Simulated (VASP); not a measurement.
SrCl2:

```
Sr Cl
1.0
     4.40725    0.00000    0.00000
    -2.20362    3.81679    0.00000
     0.00000    0.00000    5.59607
Sr Cl
1 2
Direct
  0.00000 0.00000 0.00000
  0.33333 0.66667 0.24870
  0.66667 0.33333 0.75130
```

Base run:

```yaml
Program: VASP 6.6.1
Functional: PBE
Potentials_or_basis: VASP PAW PBE potentials, release 64 (Sr_sv, Cl)
Cutoff: 520 eV
k_mesh: 6 × 6 × 4
Occupations: gaussian, width 0.01 eV
Spin: no spin polarisation
```

Its results: band gap on the k mesh 5.16 eV; pressure 1.3 GPa; largest force 0.024 eV/Å.

The run is repeated on the same cell with these changes: functional from PBE to r2SCAN; further incar settings from ALGO = Normal; EDIFF = 1e-06; NBANDS = 19 to ALGO = Normal; EDIFF = 1e-07; NBANDS = 19. What comes out?

Band gap on the k mesh 5.79 eV; pressure 0.7 GPa; largest force 0.014 eV/Å.

Caveats: the PAW data sets were made with another functional, which shifts forces and pressure a little (at least some runs).

A k mesh can miss the band edges.
